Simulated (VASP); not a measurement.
A run of VASP 6.6.1 is set up as follows.

The input INCAR:

```
SYSTEM = Co
ALGO = Normal ; EDIFF = 1E-6
ENCUT = 520 ; GGA = PS
ISIF = 2 ; ISMEAR = -1
ISPIN = 2 ; LASPH = .TRUE.
LCHARG = .FALSE. ; LMAXMIX = 4
LORBIT = 11 ; LREAL = .FALSE.
LWAVE = .FALSE. ; MAGMOM = 2 2
NBANDS = 20 ; NELM = 150
PREC = Accurate ; SIGMA = 0.05
```

The input KPOINTS:

```
k-points
0
G
  12 12 7
  0 0 0
```

Contents of POSCAR:

```
Co
1.0
    2.4571387613      0.0000000000      0.0000000000
   -1.2285693807      2.1279445879      0.0000000000
    0.0000000000      0.0000000000      3.9639208213
Co
2
Direct
    0.6666666667      0.3333333333      0.7500000000
    0.3333333333      0.6666666667      0.2500000000
```

Potentials or basis: VASP PAW PBE potentials, release 64 (Co).

Command:

```console
$ cat potpaw_PBE.64/Co/POTCAR > POTCAR
$ mpirun -np 1 vasp_std > vasp.out
```

**Question.** Predict the net moment.

**Answer.** 3.11 μB per cell.

**Question.** Predict the pressure.

**Answer.** -0.9 GPa.

**Question.** Predict the site moments.

**Answer.** Co +1.56 μB.

Caveat: the PAW data sets were made with another functional, which shifts forces and pressure a little.
